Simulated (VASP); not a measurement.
A run of VASP 6.6.1 is set up as follows.

File INCAR:

```
PREC = Accurate
ENCUT = 520
EDIFF = 1E-8
ISMEAR = -1
SIGMA = 0.05
LREAL = False
LASPH = True
NELM = 80
ALGO = Normal
ISIF = 2
LWAVE = False
LCHARG = False
GGA = PE
LEFG = True
NBANDS = 11
```

File KPOINTS:

```
Automatic mesh
0
Gamma
  18 18 18
```

The input POSCAR:

```
C
1.0
    0.0000000000      2.1687164733      3.4136637295
    1.2520845459      0.0000000000      3.4136637295
    1.2520845459      2.1687164733      0.0000000000
C
2
Direct
    0.1666700000      0.8333300000      0.1666700000
    0.8333300000      0.1666700000      0.8333300000
```

Potentials or basis: VASP PAW PBE potentials, release 64 (C).

The run is started by

```bash
$ cat potpaw_PBE.64/C/POTCAR > POTCAR
$ mpirun -np 1 vasp_std > vasp.out
```

Task: Estimate the pressure.

Result: -10.3 GPa.

Task: Estimate the largest force.

Result: 0.003 eV/Å.

Electric field gradients, principal values (V/Å²):
```tsv
atom	least	middle	greatest (by size)
1 C	-13.865	-13.903	27.768
2 C	-13.865	-13.903	27.768
```

Caveat: the stress differs along the axes, from -17 to 3 GPa; this functional lacks dispersion, which binds layers or chains, so the pressure and a relaxed spacing across them are unreliable; without QUAD_EFG the Cq values of the log hold for a quadrupole moment of 1 mb, not for the nuclei.
